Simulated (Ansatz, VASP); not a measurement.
# One calculation of TiW2, two programs

```
CELL_PARAMETERS angstrom
2.99585 0.00000 0.00000
-1.49792 2.59448 0.00000
0.00000 0.00000 6.41089
ATOMIC_POSITIONS crystal
Ti 0.00000 0.00000 0.50000
W 0.33333 0.66667 0.15943
W 0.66667 0.33333 0.84057
```

Alike in both runs: functional PBE; k mesh 18 × 18 × 8; occupations gaussian, width 0.1 eV; no spin polarisation.

Ansatz relaxed the structure, and its values are those at the end. VASP's run is a single point on that final structure, the one shown.

|  | VASP | Ansatz |
| --- | --- | --- |
| version | VASP 6.6.1 | Ansatz 0.2.0 |
| potentials or method | VASP PAW PBE potentials, release 64 (Ti_sv, W_sv), cutoff 520 eV | scalar-relativistic, plane waves, PAW |
| valence electrons in the cell | 40 | 40 |

```csv
,VASP,Ansatz,Ansatz less VASP
gap on the k mesh at the Fermi level (eV),none,none,-
pressure (GPa),0.2,0.0,-0.24
rms of the force components (eV/Å),0.020,0.001,-0.0194
```

A gap of «none» marks a metal or a gap that the smearing closes.

Neither program's run includes spin-orbit coupling.
